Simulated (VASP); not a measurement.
# GaP (F-43m) in VASP: notebook, part 2 of 2

VASP 6.6.1. The steps go on from the part before.

### Step 3. Electric field gradients, PBE (volume scaled by 0.99)

INCAR

```
PREC     = Accurate       # precision mode
ENCUT    = 520            # plane-wave cutoff, eV
EDIFF    = 1E-8           # SCF threshold, eV
ISMEAR   = -1             # smearing method
SIGMA    = 0.05           # smearing width, eV
LREAL    = F              # projectors in reciprocal space
LASPH    = T              # aspherical terms in the spheres
NELM     = 100            # most SCF steps
ALGO     = Normal         # electronic algorithm
ISIF     = 2              # what is computed and relaxed
LWAVE    = F              # write WAVECAR
LCHARG   = F              # write CHGCAR
GGA      = PE             # functional
LEFG     = T            
NBANDS   = 16             # bands
```

KPOINTS

```
regular mesh
0
Gamma
  10 10 10
```

POSCAR

```
GaP
1.0
    0.0000000000      2.7161353834      2.7161353834
    2.7161353834      0.0000000000      2.7161353834
    2.7161353834      2.7161353834      0.0000000000
Ga P
1 1
Direct
    0.0000000000      0.0000000000      0.0000000000
    0.7500000000      0.7500000000      0.7500000000
```

Potentials or basis: VASP PAW PBE potentials, release 64 (Ga_d, P).

Command:

```
cat potpaw_PBE.64/Ga_d/POTCAR potpaw_PBE.64/P/POTCAR > POTCAR
mpirun -np 1 vasp_std > vasp.out
```

OUTCAR:

```text
PREC = Accurate
   ENCUT = 520
   EDIFF = 1E-8
   ISMEAR = -1
   LREAL = F
   LASPH = T
   NELM = 100
   ISIF = 2
   GGA = PE

 ion  position               nearest neighbor table
   1  0.000  0.000  0.000-   2 2.35   2 2.35   2 2.35   2 2.35
   2  0.750  0.750  0.750-   1 2.35   1 2.35   1 2.35   1 2.35

  LATTYP: Found a face centered cubic cell.
 ALAT       =     5.4322707668

  Lattice vectors:

 A1 = (   0.0000000000,   2.7161353834,   2.7161353834)
 A2 = (   2.7161353834,   0.0000000000,   2.7161353834)
 A3 = (   2.7161353834,   2.7161353834,   0.0000000000)

Analysis of symmetry for initial positions (statically):
=====================================================================
 Subroutine PRICEL returns:
 Original cell was already a primitive cell.

 Routine SETGRP: Setting up the symmetry group for a
 face centered cubic supercell.

[... 643 lines left out ...]
  energy-cutoff  :      520.00
  volume of cell :       40.08
      direct lattice vectors                 reciprocal lattice vectors
     0.000000000  2.716135383  2.716135383    -0.184085080  0.184085080  0.184085080
     2.716135383  0.000000000  2.716135383     0.184085080 -0.184085080  0.184085080
     2.716135383  2.716135383  0.000000000     0.184085080  0.184085080 -0.184085080

 POSITION                                       TOTAL-FORCE (eV/Angst)
 -----------------------------------------------------------------------------------
      0.00000      0.00000      0.00000        -0.000000     -0.000000     -0.000000
      4.07420      4.07420      4.07420         0.000000      0.000000      0.000000
 -----------------------------------------------------------------------------------
    total drift:                               -0.000001     -0.000001     -0.000001

  FREE ENERGIE OF THE ION-ELECTRON SYSTEM (eV)
  ---------------------------------------------------
  free  energy   TOTEN  =        -9.1107003742 eV

  energy  without entropy=       -9.1107003717  energy(sigma->0) =       -9.11070037

 Electric field gradients (V/A^2)
---------------------------------------------------------------------
 ion       V_xx      V_yy      V_zz      V_xy      V_xz      V_yz
---------------------------------------------------------------------
   1       0.000     0.000     0.000    -0.001    -0.001    -0.001
   2       0.000     0.000     0.000    -0.000    -0.000    -0.000
---------------------------------------------------------------------

 Electric field gradients after diagonalization (V/A^2)
 (convention: |V_zz| > |V_xx| > |V_yy|)
----------------------------------------------------------------------
 ion       V_xx      V_yy      V_zz     asymmetry (V_yy - V_xx)/ V_zz
----------------------------------------------------------------------
   1       0.001     0.001    -0.001       0.000
   2       0.000     0.000    -0.000       0.000
----------------------------------------------------------------------

           NMR quadrupolar parameters

 Cq : quadrupolar parameter    Cq=e*Q*V_zz/h
 eta: asymmetry parameters     (V_yy - V_xx)/ V_zz
 Q  : nuclear electric quadrupole moment in mb (millibarn)
----------------------------------------------------------------------
 ion       Cq(MHz)       eta       Q (mb)
----------------------------------------------------------------------
   1      -0.000       0.000       1.000
   2      -0.000       0.000       1.000
----------------------------------------------------------------------
```

stdout:

```text
POSCAR found type information on POSCAR GaP
 POSCAR found :  2 types and       2 ions
 scaLAPACK will be used
 LDA part: xc-table for (Slater+PW92), standard interpolation
 POSCAR, INCAR and KPOINTS ok, starting setup
 FFT: planning ... GRIDC
 FFT: planning ... GRID_SOFT
 FFT: planning ... GRID
 WAVECAR not read
 entering main loop
ion   1

ion   2
```

Run time: 21 s. Hardware: 1 thread of Intel Xeon 6975P-C (Granite Rapids), shared host; peak memory 0.18 GiB.

Results:

```yaml
Free_energy: -9.1107 eV
Pressure: 3.4 GPa
Band_gap_on_the_k_mesh: 1.59 eV, indirect (least direct gap 1.91 eV)
```

Levels at points of the mesh, in eV from the valence-band top:
```csv
k point,band 5,band 6,band 7,band 8,band 9,band 10,band 11,band 12,band 13,band 14
"(0.00, 0.00, 0.00)",-14.46,-12.57,0.00,0.00,0.00,1.91,3.89,3.89,3.89,8.85
"(0.50, 0.00, 0.00)",-14.46,-10.47,-6.69,-1.13,-1.13,1.70,4.72,4.72,8.31,10.96
"(0.50, 0.50, 0.00)",-14.44,-9.56,-6.80,-2.72,-2.72,1.63,1.81,10.67,10.67,11.29
```

Caveat: without QUAD_EFG the Cq values of the log hold for a quadrupole moment of 1 mb, not for the nuclei. A k mesh can miss the band edges.
